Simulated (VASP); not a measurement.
HfTl2F6, 9 atoms in the cell. The structure is cubic, space group Fm-3m (No. 225). Conventional cell: a = 8.960 Å, b = 8.960 Å, c = 8.960 Å, α = 90.00°, β = 90.00°, γ = 90.00°. Tl (site symmetry -43m) has 12 F at 3.17 Å and 4 Hf at 3.88 Å within 4.2 Å. Hf (site symmetry m-3m) has 6 F at 2.11 Å within 2.8 Å. F (site symmetry 4mm) has 1 Hf at 2.11 Å within 2.8 Å. 

| Quantity | Value |
| --- | --- |
| Program | VASP 6.6.1 |
| Task | relaxation of cell and atoms |
| Functional | PBE |
| Potentials or basis | VASP PAW PBE potentials, release 64 (Tl_d, Hf_pv, F) |
| Cutoff | 600 eV |
| k mesh | 4 × 4 × 4 |
| Occupations | fermi-dirac, width 0.02 eV |
| Spin | no spin polarisation |
| Dipole correction | no |
| Further INCAR settings | ALGO = Normal; EDIFF = 1e-06; IBRION = 2; EDIFFG = -0.005; NSW = 80; ISIF = 3 |

Potentials or basis: VASP PAW PBE potentials, release 64 (Tl_d, Hf_pv, F).

The run is started by

```bash
$ cat potpaw_PBE.64/Tl_d/POTCAR potpaw_PBE.64/Hf_pv/POTCAR potpaw_PBE.64/F/POTCAR > POTCAR
$ mpirun -np 1 vasp_std > vasp.out
```

Hardware: 1 thread of Intel(R) Xeon(R) 6975P-C (Granite Rapids), on a shared host.

Problem. Estimate the wall time of this run.

Solution. Run time: 10 min on 1 thread of Intel(R) Xeon(R) 6975P-C (Granite Rapids), on a shared host, peak memory 0.46 GiB. Counts: scf iterations 132, k points 8, ion steps 14.
